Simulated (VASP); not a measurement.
# C (Fd-3m) in VASP: single point with PBE

Aim: the single point of C with PBE.

Everything below comes from runs of VASP 6.6.1. Logs are shortened: lines on timing, memory, paths and dates and some standing lists are left out, and cuts for length are marked.

### 1 The cell of the first run

Symmetry: Fd-3m, No. 227, cubic system. Conventional cell: a = 3.572 Å, b = 3.572 Å, c = 3.572 Å, α = 90.00°, β = 90.00°, γ = 90.00°. Within 2.1 Å of C (site symmetry -43m) lie 4 C at 1.55 Å.

### 2 Single point, PBE

INCAR

```
SYSTEM = C
PREC = Accurate
ENCUT = 600
EDIFF = 1E-6
ISMEAR = 0
SIGMA = 0.01
LREAL = .False.
LASPH = .True.
NELM = 120
ALGO = Normal
ISIF = 2
LWAVE = .False.
LCHARG = .False.
GGA = PE
NBANDS = 11
GGA_COMPAT = .False.
```

KPOINTS

```
Automatic mesh
0
Gamma
  6 6 6
  0 0 0
```

POSCAR

```
C
1.0
    0.0000000000      1.7858130186      1.7858130186
    1.7858130186      0.0000000000      1.7858130186
    1.7858130186      1.7858130186      0.0000000000
C
2
Direct
    0.0000000000      0.0000000000      0.0000000000
    0.2500000000      0.2500000000      0.2500000000
```

Potentials or basis: VASP PAW PBE potentials, release 64 (C).

Command:

```bash
cat potpaw_PBE.64/C/POTCAR > POTCAR
mpirun -np 1 vasp_std > vasp.out
```

OUTCAR:

```text
SYSTEM = C
   PREC = Accurate
   ENCUT = 600
   EDIFF = 1E-6
   ISMEAR = 0
   LREAL = .False.
   LASPH = .True.
   NELM = 120
   ISIF = 2
   GGA = PE

 ion  position               nearest neighbor table
   1  0.000  0.000  0.000-   2 1.55   2 1.55   2 1.55   2 1.55
   2  0.250  0.250  0.250-   1 1.55   1 1.55   1 1.55   1 1.55

  LATTYP: Found a face centered cubic cell.
 ALAT       =     3.5716260372

  Lattice vectors:

 A1 = (   0.0000000000,   1.7858130186,   1.7858130186)
 A2 = (   1.7858130186,   0.0000000000,   1.7858130186)
 A3 = (   1.7858130186,   1.7858130186,   0.0000000000)

Analysis of symmetry for initial positions (statically):
=====================================================================
 Subroutine PRICEL returns:
 Original cell was already a primitive cell.

 Routine SETGRP: Setting up the symmetry group for a
 face centered cubic supercell.

 Subroutine GETGRP returns: Found 48 space group operations
 (whereof 24 operations were pure point group operations)
 out of a pool of 48 trial point group operations.

The static configuration has the point symmetry T_d .
 The point group associated with its full space group is O_h .

Analysis of symmetry for dynamics (positions and initial velocities):
=====================================================================
 Subroutine PRICEL returns:
 Original cell was already a primitive cell.

 Routine SETGRP: Setting up the symmetry group for a
 face centered cubic supercell.

 Subroutine GETGRP returns: Found 48 space group operations
 (whereof 24 operations were pure point group operations)
 out of a pool of 48 trial point group operations.

The dynamic configuration has the point symmetry T_d .
 The point group associated with its full space group is O_h .

 Subroutine INISYM returns: Found 48 space group operations
 (whereof 24 operations are pure point group operations),
 and found     1 'primitive' translations

----------------------------------------------------------------------------------------

                                     Primitive cell

  volume of cell :      11.3904

  direct lattice vectors                    reciprocal lattice vectors
     0.000000000  1.785813019  1.785813019    -0.279984520  0.279984520  0.279984520
     1.785813019  0.000000000  1.785813019     0.279984520 -0.279984520  0.279984520
     1.785813019  1.785813019  0.000000000     0.279984520  0.279984520 -0.279984520

  length of vectors
[... 79 lines left out ...]
   ISIF   =      2    stress and relaxation
   ISYM   =      2    0-nonsym 1-usesym 2-fastsym
   POTIM  = 0.5000    time-step for ionic-motion
   TEBEG  =    0.0;   TEEND  =   0.0 temperature during run
   PSTRESS=    0.0 pullay stress
   NELECT =       8.0000    total number of electrons
   NUPDOWN=      -1.0000    fix difference up-down
   EMIN   =  10.00;   EMAX   =-10.00  energy-range for DOS
   EFERMI =   0.00;   METHOD = LEGACY
   ISMEAR =     0;   SIGMA  =   0.01  broadening in eV -4-tet -1-fermi 0-gaus
   EFERMI_NEDOS =   21; number of points for ismear=-14 and -15
   IALGO  =     38    algorithm
   IMIX   =      4    mixing-type and parameters
     AMIX     =   0.40;   BMIX     =  1.00
     AMIX_MAG =   1.60;   BMIX_MAG =  1.00
  volume/ion in A,a.u.               =       5.70        38.43
  Fermi-wavevector in a.u.,A,eV,Ry     =   1.455209  2.749947 28.812168  2.117635
  Thomas-Fermi vector in A             =   2.572271
   LORBIT       =      0    0 simple, 1 ext, 2 COOP (PROOUT), +10 PAW based schemes
   GGA     = PE    functional components
   LHFCALC =     F    Hartree Fock is set to
   AEXX    =    0.0000 exact exchange contribution
   IVDW    =     0    specifies the selected vdW correction
   LEPSILON=     F    determine dielectric tensor
   LRPA    =     F    only Hartree local field effects (RPA)
 non-spin polarized calculation
 Gauss-broadening in eV      SIGMA  =   0.01
  energy-cutoff  :      600.00
  volume of cell :       11.39
 maximum number of plane-waves:       392
   NGX =  9   NGY =  9   NGZ =  9

 number of electron       7.9999999 magnetization

 Free energy of the ion-electron system (eV)
  ---------------------------------------------------
  ext. energy  EPLUGINS =         0.00000000
  ---------------------------------------------------
  free energy    TOTEN  =       -18.18102006 eV

  energy without entropy =      -18.18102006  energy(sigma->0) =      -18.18102006

 E-fermi :   9.8388     XC(G=0): -13.2286

 val. band max:        9.6727031738   @ k =   0.0000   0.0000   0.0000
 cond. band min:      13.8155107673   @ k =   0.3333   0.3333   0.0000
 fundamental gap:      4.1428075935
 Fermi energy:         9.8388359283

 k-point     1 :       0.0000    0.0000    0.0000
  band No.  band energies     occupation
      1     -11.7500      2.00000
      2       9.6727      2.00000
      3       9.6727      2.00000
      4       9.6727      2.00000
      5      15.2507      0.00000
      6      15.2507      0.00000
      7      15.2507      0.00000
      8      22.9100      0.00000
      9      28.9141      0.00000
     10      36.1613      0.00000
     11      36.1613      0.00000
[... 197 lines left out ...]
 k-point    16 :      -0.3333    0.5000    0.1667
  band No.  band energies     occupation
      1      -2.5238      2.00000
      2      -2.5238      2.00000
      3       1.8939      2.00000
      4       1.8939      2.00000
      5      17.8735      0.00000
      6      17.8735      0.00000
      7      24.1267      0.00000
      8      24.1267      0.00000
      9      31.2929      0.00000
     10      31.2929      0.00000
     11      40.2770      0.00000

------------------------ aborting loop because EDIFF is reached ----------------------------------------

  FORCE on cell =-STRESS in cart. coord.  units (eV):
  Direction    XX          YY          ZZ          XY          YZ          ZX
  --------------------------------------------------------------------------------------
  -------------------------------------------------------------------------------------
  Total        0.0038047      0.0038047      0.0038047     -0.0000000     -0.0000000      0.0000000
  in kB        0.5351649      0.5351649      0.5351649     -0.0000000     -0.0000000      0.0000000
  external PRESSURE =       0.5351649 kB  Pullay stress =       0.0000000 kB

 VOLUME and BASIS-vectors are now :
 -----------------------------------------------------------------------------
  energy-cutoff  :      600.00
  volume of cell :       11.39
      direct lattice vectors                 reciprocal lattice vectors
     0.000000000  1.785813019  1.785813019    -0.279984520  0.279984520  0.279984520
     1.785813019  0.000000000  1.785813019     0.279984520 -0.279984520  0.279984520
     1.785813019  1.785813019  0.000000000     0.279984520  0.279984520 -0.279984520

 POSITION                                       TOTAL-FORCE (eV/Angst)
 -----------------------------------------------------------------------------------
      0.00000      0.00000      0.00000        -0.000000     -0.000000     -0.000000
      0.89291      0.89291      0.89291         0.000000      0.000000      0.000000
 -----------------------------------------------------------------------------------
    total drift:                                0.000000      0.000000      0.000000

  FREE ENERGIE OF THE ION-ELECTRON SYSTEM (eV)
  ---------------------------------------------------
  free  energy   TOTEN  =       -18.1810200563 eV

  energy  without entropy=      -18.1810200563  energy(sigma->0) =      -18.18102006
```

OSZICAR:

```text
N       E                     dE             d eps       ncg     rms          rms(c)
DAV:   1     0.489817729696E+01    0.48982E+01   -0.52694E+03   352   0.817E+02
DAV:   2    -0.182946168027E+02   -0.23193E+02   -0.22376E+02   497   0.134E+02
DAV:   3    -0.188122748564E+02   -0.51766E+00   -0.51654E+00   415   0.162E+01
DAV:   4    -0.188132252381E+02   -0.95038E-03   -0.95036E-03   378   0.820E-01
DAV:   5    -0.188132263621E+02   -0.11239E-05   -0.11239E-05   415   0.287E-02    0.550E+00
DAV:   6    -0.183389682922E+02    0.47426E+00   -0.24676E-01   358   0.350E+00    0.328E+00
DAV:   7    -0.181791502371E+02    0.15982E+00   -0.30319E-01   370   0.393E+00    0.742E-01
DAV:   8    -0.181809582325E+02   -0.18080E-02   -0.84748E-03   358   0.688E-01    0.438E-02
DAV:   9    -0.181809998251E+02   -0.41593E-04   -0.64431E-05   410   0.649E-02    0.241E-02
DAV:  10    -0.181810199731E+02   -0.20148E-04   -0.15431E-05   361   0.344E-02    0.521E-03
DAV:  11    -0.181810200563E+02   -0.83154E-07   -0.26677E-07   333   0.470E-03
   1 F= -.18181020E+02 E0= -.18181020E+02  d E =-.106566-123
```

Run time: 4.8 s. Hardware: 1 thread of Intel Xeon 8259CL, shared host; peak memory 0.11 GiB.

Results:

```
Free energy            : -18.1810 eV
Pressure               : 0.1 GPa
Band gap on the k mesh : 4.14 eV, indirect (least direct gap 5.58 eV)
```

Levels at points of the mesh, in eV from the valence-band top:
| k point | band 1 | band 2 | band 3 | band 4 | band 5 | band 6 | band 7 | band 8 | band 9 |
| --- | --- | --- | --- | --- | --- | --- | --- | --- | --- |
| (0.00, 0.00, 0.00) | -21.42 | 0.00 | 0.00 | 0.00 | 5.58 | 5.58 | 5.58 | 13.24 | 19.24 |
| (0.50, 0.00, 0.00) | -15.67 | -13.33 | -2.79 | -2.79 | 8.44 | 8.44 | 8.79 | 15.66 | 21.83 |
| (0.50, 0.50, 0.00) | -12.74 | -12.74 | -6.27 | -6.27 | 4.75 | 4.75 | 16.74 | 16.74 | 23.15 |

Caveat: the k points lie up to 0.51 Å⁻¹ apart. A k mesh can miss the band edges.
